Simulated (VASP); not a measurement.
Input of a VASP 6.6.1 run:

Contents of INCAR:

```
ALGO = Normal
EDIFF = 1E-7
ENCUT = 520
GGA = PE
ISIF = 2
ISMEAR = -1
LASPH = True
LCHARG = False
LREAL = Auto
LWAVE = False
NBANDS = 46
NELM = 60
PREC = Accurate
SIGMA = 0.026
```

File KPOINTS:

```
k-points
0
Gamma
  3 3 2
```

File POSCAR:

```
MgS
1.0
    8.1839320000      0.0000000000      0.0000000000
   -4.0919660000      7.0874930000      0.0000000000
    0.0000000000      0.0000000000      6.5558720000
Mg S
8 8
Direct
    0.1583033724      0.3357542646     -0.0028096949
    0.3208918035      0.1646342367      0.5233822442
    0.1330578190      0.8102249978     -0.0034085473
    0.3127584105      0.6532521443      0.4948966362
    0.6483649957      0.3236231768     -0.0006299696
    0.8128122507      0.1588254126      0.5035580316
    0.6461913312      0.8339167319      0.0202429212
    0.8320839780      0.6534730969      0.5020372576
    0.1421743563      0.3182233831      0.3749104619
    0.3105695721      0.1552156736      0.8934637528
    0.1605466754      0.8295364807      0.3690822518
    0.3266862157      0.6684891258      0.8772042834
    0.6482113905      0.3143694110      0.3848845737
    0.8314704673      0.1709566415      0.8837832709
    0.6587001143      0.8234337586      0.4010154561
    0.8025284791      0.6518721077      0.9035069629
```

Potentials or basis: VASP PAW PBE potentials, release 64 (Mg, S).

Run with:

```sh
$ cat potpaw_PBE.64/Mg/POTCAR potpaw_PBE.64/S/POTCAR > POTCAR
$ mpirun -np 1 vasp_std > vasp.out
```

(1) Predict the pressure.

(2) Estimate the largest force.

(3) Estimate the band gap on the k mesh.

Results:

(1) -1.6 GPa.

(2) 0.740 eV/Å.

(3) 3.14 eV, direct.

Caveat: the k points lie up to 0.48 Å⁻¹ apart.
